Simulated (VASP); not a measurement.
A run of VASP 6.6.1 is set up as follows.

File INCAR:

```
SYSTEM = ZnS
PREC = Accurate ; ENCUT = 600
EDIFF = 1E-6 ; ISMEAR = 0
SIGMA = 0.01 ; LREAL = .False.
LASPH = .True. ; NELM = 100
ALGO = Normal ; ISIF = 3
LWAVE = .False. ; LCHARG = .False.
GGA = PS ; IBRION = 2
NSW = 100 ; EDIFFG = -0.002
PSTRESS = 70.0
```

KPOINTS

```
Automatic mesh
0
Gamma
  8 8 8
  0 0 0
```

POSCAR

```
ZnS
1.0
    0.0000000000      2.6777713895      2.6777713895
    2.6777713895      0.0000000000      2.6777713895
    2.6777713895      2.6777713895      0.0000000000
Zn S
1 1
Direct
    0.7500000000      0.7500000000      0.7500000000
    0.0000000000      0.0000000000      0.0000000000
```

Potentials or basis: VASP PAW PBE potentials, release 64 (Zn, S).

The run is started by

```bash
$ cat potpaw_PBE.64/Zn/POTCAR potpaw_PBE.64/S/POTCAR > POTCAR
$ mpirun -np 1 vasp_std > vasp.out
```

(1) Estimate the relaxed cell.

(2) What does it give for the space group after relaxing (to 0.05 Å)?

## Answers

(1) a = 3.697 Å, b = 3.697 Å, c = 3.697 Å, α = 60.00°, β = 60.00°, γ = 60.00°.

(2) F-43m (No. 216).
